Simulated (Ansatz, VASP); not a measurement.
**BeIr3: VASP beside Ansatz**

File INCAR:

```
SYSTEM = BeIr3
ALGO = Normal
EDIFF = 1E-7
EDIFFG = -0.04
ENCUT = 600
GGA = PE
IBRION = 2
ISIF = 3
ISMEAR = 0
LASPH = .TRUE.
LCHARG = .FALSE.
LREAL = .FALSE.
LWAVE = .FALSE.
NELM = 80
NSW = 90
PREC = Accurate
SIGMA = 0.1
```

KPOINTS

```
k-points
0
G
  6 6 4
  0 0 0
```

Contents of POSCAR:

```
BeIr3
1.0
    5.1872933989      0.0000000000      0.0000000000
   -2.5936466994      4.4923278603      0.0000000000
    0.0000000000      0.0000000000      4.1636033121
Be Ir
2 6
Direct
    0.3333333333      0.6666666667      0.2500000000
    0.6666666667      0.3333333333      0.7500000000
    0.8330000000      0.6660000000      0.2500000000
    0.1670000000      0.8330000000      0.7500000000
    0.3340000000      0.1670000000      0.2500000000
    0.1670000000      0.3340000000      0.7500000000
    0.8330000000      0.1670000000      0.2500000000
    0.6660000000      0.8330000000      0.7500000000
```

Input for Ansatz:

```yaml
crystal:
  lattice:
    - [5.1872933989, 0.0, 0.0]
    - [-2.5936466994, 4.4923278603, 0.0]
    - [0.0, 0.0, 4.1636033121]
  atoms:
    - { symbol: Be, position: [0.3333333333, 0.6666666667, 0.25] }
    - { symbol: Be, position: [0.6666666667, 0.3333333333, 0.75] }
    - { symbol: Ir, position: [0.833, 0.666, 0.25] }
    - { symbol: Ir, position: [0.167, 0.833, 0.75] }
    - { symbol: Ir, position: [0.334, 0.167, 0.25] }
    - { symbol: Ir, position: [0.167, 0.334, 0.75] }
    - { symbol: Ir, position: [0.833, 0.167, 0.25] }
    - { symbol: Ir, position: [0.666, 0.833, 0.75] }
basis:
  ecutwfc: 420
kpoints:
  mp_grid: { grid: [6, 6, 4] }
hamiltonian:
  xc: pbe
scf:
  occupations: { method: gaussian, width: 0.1 }
  lower_state_search: "off"
output:
  forces: true
  stress: true
  eigenvalues: true
relax:
  adjacent_minimum: "off"
  f_tol: 0.04
  max_steps: 70
  cell: { stress_tol: 0.4 }
```

Alike in both runs: task relaxation of cell and atoms; functional PBE; k mesh 6 × 6 × 4; occupations gaussian, width 0.1 eV; no spin polarisation.

|  | VASP | Ansatz |
| --- | --- | --- |
| version | VASP 6.6.1 | Ansatz 0.2.0 |
| potentials or method | VASP PAW PBE potentials, release 64 (Be, Ir), cutoff 600 eV | scalar-relativistic, plane waves, PAW |
| valence electrons in the cell | 58 | 106 |

```tsv
	VASP	Ansatz	Ansatz less VASP
gap on the k mesh at the Fermi level, each at its own relaxed structure (eV)	none	none	-
relaxed volume (Å³/atom)	13.43	13.41	-0.019
relaxed cell length with the largest relative difference (Å)	4.213	4.210	-0.0038
```

A gap of «none» marks a metal or a gap that the smearing closes. VASP's potentials hold 58 valence electrons a cell and Ansatz's 106, so a difference there can come from the potentials and not from the codes.

The k mesh is coarse, so the values compare programs but aren't converged. Spin-orbit coupling is off throughout.
